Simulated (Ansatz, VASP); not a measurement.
ZrSnO4: VASP beside Ansatz

```
CELL_PARAMETERS angstrom
3.57749 0.00000 0.00000
0.00000 3.57749 0.00000
0.00000 0.00000 5.35917
ATOMIC_POSITIONS crystal
Sn 0.50000 0.50000 0.50000
Zr 0.00000 0.00000 0.00000
O 0.50000 0.00000 0.68252
O 0.00000 0.50000 0.81699
O 0.00000 0.50000 0.31748
O 0.50000 0.00000 0.18301
```

Alike in both runs: task single point; functional PBE; k mesh 8 × 8 × 6; occupations fermi-dirac, width 0.02 eV; no spin polarisation.

|  | VASP | Ansatz |
| --- | --- | --- |
| version | VASP 6.6.1 | Ansatz 0.2.0 |
| potentials or method | VASP PAW PBE potentials, release 64 (Sn_d, Zr_sv, O) | plane waves, PAW |
| plane-wave cutoff (eV) | 520 | 420 |
| valence electrons in the cell | 50 | 50 |

VASP gave:

```
gap on the k mesh at the Fermi level (eV)                     : 2.00
pressure (GPa)                                                : 6.5
traceless stress, the component that is largest in VASP (GPa) : -0.34
rms of the force components (eV/Å)                            : 0.112
```

Estimate Ansatz's values.

gap on the k mesh at the Fermi level (eV): 2.01; pressure (GPa): 6.1; traceless stress, the component that is largest in VASP (GPa): -0.14; rms of the force components (eV/Å): 0.098.

Atom by atom the forces differ by 0.018 eV/Å (rms over components).
